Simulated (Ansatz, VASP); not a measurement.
## One calculation of MgO, two programs

```
Mg O
1.0
     0.00000    2.30616    2.30616
     2.30616    0.00000    2.30616
     2.30616    2.30616    0.00000
Mg O
1 1
Direct
  0.50000 0.50000 0.50000
  0.25000 0.25000 0.25000
```

Alike in both runs: functional PBE; k mesh 8 × 8 × 8; no spin polarisation.

Ansatz relaxed the structure, and its values are those at the end. VASP's run is a single point on that final structure, the one shown.

|  | VASP | Ansatz |
| --- | --- | --- |
| version | VASP 6.6.1 | Ansatz 0.2.0 |
| potentials or method | VASP PAW PBE potentials, release 64 (Mg, O), cutoff 520 eV | scalar-relativistic, plane waves, PAW |
| occupations | gaussian, width 0.01 eV | fixed |
| valence electrons in the cell | 8 | 16 |

```tsv
	VASP	Ansatz	Ansatz less VASP
gap on the k mesh at the Fermi level (eV)	3.47	3.48	+0.017
least direct gap on the mesh (eV)	3.47	3.48	+0.017
pressure (GPa)	-0.4	0.0	+0.40
```

VASP's potentials hold 8 valence electrons a cell and Ansatz's 16, so a difference there can come from the potentials and not from the codes.
